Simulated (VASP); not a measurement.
Set up this calculation in VASP 6.6.1, as the native input.

* Task: single point
* Functional: PBE
* Potentials or basis: VASP PAW PBE potentials, release 64 (Hf_pv)
* Cutoff: 520 eV
* k mesh: 14 × 14 × 14
* Occupations: fermi-dirac, width 0.0612256 eV
* Spin: no spin polarisation
* Dipole correction: no
* Further INCAR settings: ALGO = Normal; EDIFF = 1e-07; NBANDS = 11

The structure of Hf lies in POSCAR:

```
Hf
1.0
    0.0000000000      2.2724291774      2.2724291774
    2.2724291774      0.0000000000      2.2724291774
    2.2724291774      2.2724291774      0.0000000000
Hf
1
Direct
    0.0000000000      0.0000000000      0.0000000000
```

One way to write it, as run:

INCAR

```
ALGO = Normal
EDIFF = 1E-7
ENCUT = 520
GGA = PE
ISIF = 2
ISMEAR = -1
LASPH = True
LCHARG = False
LREAL = False
LWAVE = False
NBANDS = 11
NELM = 100
PREC = Accurate
SIGMA = 0.06122561905347299
```

KPOINTS

```
k-points
0
Gamma
  14 14 14
```

Potentials or basis: VASP PAW PBE potentials, release 64 (Hf_pv).

The run is started by

```console
$ cat potpaw_PBE.64/Hf_pv/POTCAR > POTCAR
$ mpirun -np 1 vasp_std > vasp.out
```

It gave:

| Quantity | Value |
| --- | --- |
| Pressure | -4.1 GPa |
| Band gap on the k mesh | zero (band 5 reaches 5.79 eV, above the bottom of band 6 at 3.82 eV) |

Caveat: spin-orbit coupling is left out, which moves the levels of the heavy elements.

Run time: 22 s on 1 thread of Intel Xeon 8259CL (shared host), peak memory 0.15 GiB.
